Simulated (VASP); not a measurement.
Wanted: the native input for a VASP 6.6.1 run.

```
Task                   : single point
Functional             : PBE
Potentials or basis    : VASP PAW PBE potentials, release 64 (Zr_sv, Br, Cl)
Cutoff                 : 520 eV
k mesh                 : 6 × 6 × 6
Occupations            : gaussian, width 0.02 eV
Spin                   : no spin polarisation
Dipole correction      : no
Further INCAR settings : ALGO = Normal; EDIFF = 1e-06; NBANDS = 28
```

The structure of ZrBrCl3 lies in POSCAR:

```
ZrBrCl3
1.0
    5.5737991712      3.2180344519      2.4079695939
   -5.5737991712      3.2180344519      2.4079695939
    0.0000000000     -6.4360689038      2.4079695939
Zr Br Cl
1 1 3
Direct
    0.7404644101      0.7404644101      0.7404644101
    0.3968781887      0.3968781887      0.3968781887
    0.0764229323      0.7354997244      0.7354997244
    0.7354997244      0.7354997244      0.0764229323
    0.7354997244      0.0764229323      0.7354997244
```

The cell was built from a structure type or drawn by symmetry, and may not be a known phase.

The input as run:

INCAR

```
PREC = Accurate
ENCUT = 520
EDIFF = 1E-6
ISMEAR = 0
SIGMA = 0.02
LREAL = False
LASPH = True
NELM = 80
ALGO = Normal
ISIF = 2
LWAVE = False
LCHARG = False
GGA = PE
NBANDS = 28
```

KPOINTS

```
Automatic mesh
0
Gamma
  6 6 6
```

Potentials or basis: VASP PAW PBE potentials, release 64 (Zr_sv, Br, Cl).

Launch:

```sh
$ cat potpaw_PBE.64/Zr_sv/POTCAR potpaw_PBE.64/Br/POTCAR potpaw_PBE.64/Cl/POTCAR > POTCAR
$ mpirun -np 1 vasp_std > vasp.out
```

It gave:

```
Pressure               : 0.0 GPa
Largest force          : 0.015 eV/Å
Band gap on the k mesh : 4.10 eV
```

It took 8.2 min on 1 thread of Intel(R) Xeon(R) Platinum 8488C (Sapphire Rapids), with other jobs on the host, peak memory 0.54 GiB.
